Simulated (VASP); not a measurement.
Input of a VASP 6.6.1 run:

The input INCAR:

```
SYSTEM = Cu
ALGO = Fast
EDIFF = 1E-6
ENCUT = 520
GGA = PS
ISIF = 2
ISMEAR = 0
LASPH = .True.
LCHARG = .True.
LELF = .True.
LREAL = .False.
LVHAR = .True.
LWAVE = .False.
NBANDS = 12
NELM = 80
PREC = Accurate
SIGMA = 0.15
```

The input KPOINTS:

```
k-points
0
Gamma
  24 24 24
  0 0 0
```

The input POSCAR:

```
Cu
1.0
   -1.4860771196      1.4860771196      1.3760814500
    1.4860771196     -1.4860771196      1.3760814500
    1.4860771196      1.4860771196     -1.3760814500
Cu
1
Direct
    0.0000000000      0.0000000000      0.0000000000
```

Potentials or basis: VASP PAW PBE potentials, release 64 (Cu).

Command:

```bash
$ cat potpaw_PBE.64/Cu/POTCAR > POTCAR
$ mpirun -np 1 vasp_std > vasp.out
```

(1) Predict the pressure.

Results:

(1) -8.7 GPa.

Caveat: the cell differs from its parent crystal (strain +0.030 along x and y, +0.000 along z); the PAW data sets were made with another functional, which shifts forces and pressure a little.
